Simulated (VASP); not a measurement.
A run of VASP 6.6.1 is set up as follows.

POSCAR

```
P
1.0
    1.7257251780      0.9963478961      3.1296800121
   -1.7257251780      0.9963478961      3.1296800121
    0.0000000000     -1.9926957921      3.1296800121
P
2
Direct
    0.7729197500      0.7729197500      0.7729197500
    0.2270802500      0.2270802500      0.2270802500
```

The input INCAR.step1:

```
PREC     = Accurate       # precision mode
ENCUT    = 520            # plane-wave cutoff, eV
EDIFF    = 1E-5           # SCF threshold, eV
ISMEAR   = -1             # smearing method
SIGMA    = 0.05           # smearing width, eV
LREAL    = F              # projectors in reciprocal space
LASPH    = T              # aspherical terms in the spheres
NELM     = 60             # most SCF steps
ALGO     = Normal         # electronic algorithm
ISIF     = 2              # what is computed and relaxed
LWAVE    = T              # write WAVECAR
LCHARG   = F              # write CHGCAR
NBANDS   = 12             # bands
GGA      = PE             # functional
```

The input INCAR.step2:

```
PREC     = Accurate       # precision mode
ENCUT    = 520            # plane-wave cutoff, eV
EDIFF    = 1E-6           # SCF threshold, eV
ISMEAR   = -1             # smearing method
SIGMA    = 0.05           # smearing width, eV
LREAL    = F              # projectors in reciprocal space
LASPH    = T              # aspherical terms in the spheres
NELM     = 60             # most SCF steps
ALGO     = Normal         # electronic algorithm
ISIF     = 2              # what is computed and relaxed
LWAVE    = F              # write WAVECAR
LCHARG   = F              # write CHGCAR
GGA      = PE             # functional
LHFCALC  = T              # exact exchange
AEXX     = 0.4            # exact-exchange fraction
HFSCREEN = 0.2            # screening, 1/A
PRECFOCK = Normal       
NBANDS   = 12             # bands
ISTART   = 1
```

File KPOINTS:

```
Automatic mesh
0
Gamma
  5 5 5
```

Potentials or basis: VASP PAW PBE potentials, release 64 (P).

Command:

```sh
$ cat potpaw_PBE.64/P/POTCAR > POTCAR
$ cp INCAR.step1 INCAR
$ mpirun -np 1 vasp_std > vasp.out
$ cp INCAR.step2 INCAR
$ mpirun -np 1 vasp_std > vasp.out
```

Question: Predict the largest force.

Answer: 0.469 eV/Å.

Question: Predict the pressure.

Answer: -3.4 GPa.

Forces on the atoms (eV/Å):
```
P    0.000  0.000  0.469
P    0.000  0.000 -0.469
```

Caveat: the k points lie up to 0.44 Å⁻¹ apart; the PAW data sets were made with another functional, which shifts forces and pressure a little.
